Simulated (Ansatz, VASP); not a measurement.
Cr in VASP and in Ansatz

File INCAR:

```
SYSTEM = Cr
PREC = Accurate
ENCUT = 520
EDIFF = 1E-6
ISMEAR = 0
SIGMA = 0.15
LREAL = .FALSE.
LASPH = .TRUE.
NELM = 100
ALGO = Fast
ISIF = 2
LWAVE = .FALSE.
LCHARG = .FALSE.
GGA = PS
NBANDS = 12
```

The input KPOINTS:

```
regular mesh
0
G
  24 24 24
  0 0 0
```

File POSCAR:

```
Cr
1.0
   -1.4419500000      1.4419500000      1.3698525000
    1.4419500000     -1.4419500000      1.3698525000
    1.4419500000      1.4419500000     -1.3698525000
Cr
1
Direct
    0.0000000000      0.0000000000      0.0000000000
```

Input for Ansatz:

```yaml
crystal:
  lattice:
    - [-1.44195, 1.44195, 1.3698525]
    - [1.44195, -1.44195, 1.3698525]
    - [1.44195, 1.44195, -1.3698525]
  atoms:
    - { symbol: Cr, position: [0.0, 0.0, 0.0] }
basis:
  ecutwfc: 420
kpoints:
  mp_grid: { grid: [24, 24, 24] }
hamiltonian:
  xc: pbesol
scf:
  occupations: { method: gaussian, width: 0.15 }
output:
  forces: true
  stress: true
  eigenvalues: true
  write_density: true
  write_potential: true
  elf: true
  volumetric_format: npy
```

Change from the starting cell: strain +0.000 along x and y, -0.050 along z, atoms carried along.

Alike in both runs: task single point; functional PBEsol; k mesh 24 × 24 × 24; occupations gaussian, width 0.15 eV; no spin polarisation.

|  | VASP | Ansatz |
| --- | --- | --- |
| version | VASP 6.6.1 | Ansatz 0.2.0 |
| potentials or method | VASP PAW PBE potentials, release 64 (Cr_pv), cutoff 520 eV | scalar-relativistic, plane waves, PAW |
| valence electrons in the cell | 12 | 14 |

Ansatz gave:

- gap on the k mesh at the Fermi level (eV): none
- pressure (GPa): -5.4
- traceless stress, the component that is largest in VASP (GPa): 12.74

Problem. What did VASP give for the same quantities?

Solution. gap on the k mesh at the Fermi level (eV): none; pressure (GPa): -5.8; traceless stress, the component that is largest in VASP (GPa): 12.64.

VASP's potentials were made for PBE, not for PBEsol. A gap of «none» marks a metal or a gap that the smearing closes. The functional is the same, so the differences come from potentials, cutoffs and numerics. VASP's potentials hold 12 valence electrons a cell and Ansatz's 14, so a difference there can come from the potentials and not from the codes.
